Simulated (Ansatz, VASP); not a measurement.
**One calculation of TaN, two programs**

File POSCAR:

```
TaN
1.0
    0.0000000000      2.2113230000      2.2113230000
    2.2113230000      0.0000000000      2.2113230000
    2.2113230000      2.2113230000      0.0000000000
Ta N
1 1
Direct
    0.5000000000      0.5000000000      0.5000000000
    0.0000000000      0.0000000000      0.0000000000
```

File INCAR.step1:

```
SYSTEM = TaN
ALGO = Normal ; EDIFF = 1E-4
ENCUT = 520 ; GGA = PE
ISMEAR = -1 ; LASPH = .True.
LCHARG = .False. ; LDAU = .True.
LDAUJ = 0 0 ; LDAUL = 2 -1
LDAUTYPE = 2 ; LDAUU = 5 0
LMAXMIX = 4 ; LREAL = .False.
LWAVE = .True. ; NBANDS = 15
NELM = 150 ; PREC = Accurate
SIGMA = 0.05
```

The input INCAR.step2:

```
SYSTEM = TaN
ALGO = Normal ; EDIFF = 1E-6
ENCUT = 520 ; ISIF = 2
ISMEAR = -1 ; ISTART = 1
LASPH = .True. ; LCHARG = .False.
LDAU = .True. ; LDAUJ = 0 0
LDAUL = 2 -1 ; LDAUPRINT = 1
LDAUTYPE = 2 ; LDAUU = 5 0
LMAXMIX = 4 ; LMIXTAU = .True.
LREAL = .False. ; LWAVE = .False.
METAGGA = R2SCAN ; NBANDS = 15
NELM = 150 ; PREC = Accurate
SIGMA = 0.05
```

Contents of KPOINTS:

```
k-points
0
Gamma
  10 10 10
  0 0 0
```

File input.yaml:

```yaml
crystal:
  lattice:
    - [0.0, 2.211323, 2.211323]
    - [2.211323, 0.0, 2.211323]
    - [2.211323, 2.211323, 0.0]
  atoms:
    - { symbol: Ta, position: [0.5, 0.5, 0.5] }
    - { symbol: "N", position: [0.0, 0.0, 0.0] }
hamiltonian:
  xc: r2scan
  pseudopotentials: { kind: paw }
  hubbard: { sites: [{ species: Ta, l: d, u_eff: 5.0 }] }
kpoints:
  mp_grid: { grid: [10, 10, 10] }
scf:
  occupations: { method: fermi_dirac, width: 0.05 }
  n_extra_bands: 6
output:
  forces: true
  stress: true
  eigenvalues: true
  dos: { projected: true, de: 0.05, nscf_kmesh: { grid: [15, 15, 15] } }
```

Alike in both runs: functional r2SCAN; k mesh 10 × 10 × 10; occupations fermi-dirac, width 0.05 eV; no spin polarisation; Hubbard terms Ta d U = 5.0 eV.

```csv
,VASP,Ansatz
version,VASP 6.6.1,Ansatz 0.2.0
potentials or method,"VASP PAW PBE potentials, release 64 (Ta_pv, N)",Ansatz PAW
plane-wave cutoff (eV),520,500
valence electrons in the cell,16,18
task,single point,projected density of states
```

Ansatz gave:

- gap on the k mesh at the Fermi level (eV): none
- pressure (GPa): -1.3

**Question.** Estimate VASP's values.

**Answer.** gap on the k mesh at the Fermi level (eV): none; pressure (GPa): 10.6.

VASP's potentials were made for PBE, not for r2SCAN. The programs project onto different local orbitals, so the same U acts differently, and such runs can settle in different states. A gap of «none» marks a metal or a gap that the smearing closes. VASP's potentials hold 16 valence electrons a cell and Ansatz's 18, so a difference there can come from the potentials and not from the codes.

Neither program's run includes spin-orbit coupling.
